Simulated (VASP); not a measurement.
Runs of VASP 6.6.1 on CdSe. The structure is that of space group F-43m (No. 216), or close to it. The cells are those of the table. 

```tsv
task	level	cell	k mesh	smearing	grid for exact exchange (PRECFOCK)	share of exact exchange	gap on the mesh (eV)	pressure (GPa)
single point	PBE0	a = 4.342 Å, angles 60.0°, 2 atoms	4 × 4 × 4	fermi-dirac 0.05 eV	Normal	0.25	(a)	0.2
single point	PBE-based global hybrid with 50 % exact exchange	a = 4.342 Å, angles 60.0°, 2 atoms	4 × 4 × 4	fermi-dirac 0.05 eV	Normal	0.5	3.96	-1.1
single point	r2SCAN50	a = 4.399 Å, angles 60.0°, 2 atoms	4 × 4 × 4	fermi-dirac 0.05 eV	Normal	0.5	(c)	-3.2
relaxation of the atoms	PBE exchange alone	atoms relaxed from a = 4.256, b = 4.299, c = 4.317 Å, angles 61.8, 61.5, 61.6°, 2 atoms	6 × 6 × 6	fermi-dirac 0.15 eV	-	-	0.40	9.1
single point	r2SCAN50	a = 4.427 Å, angles 60.0°, 2 atoms	4 × 4 × 4	fermi-dirac 0.05 eV	Normal	0.5	(b)	-4.0
```

Alike in all rows: potentials or basis VASP PAW PBE potentials, release 64 (Cd, Se); no spin polarisation; cutoff (eV) 520.

**Question.** Estimate the missing entries.

**Answer.** (a) 2.18; (b) 3.79; (c) 3.85.

Caveats: some runs use coarse meshes; the PAW data sets were made with another functional, which shifts forces and pressure a little (at least some runs); semilocal functionals underestimate gaps, and a narrow one can read as zero (at least some runs).

A k mesh can miss the band edges, and the runs leave out spin-orbit coupling on Cd, Se.
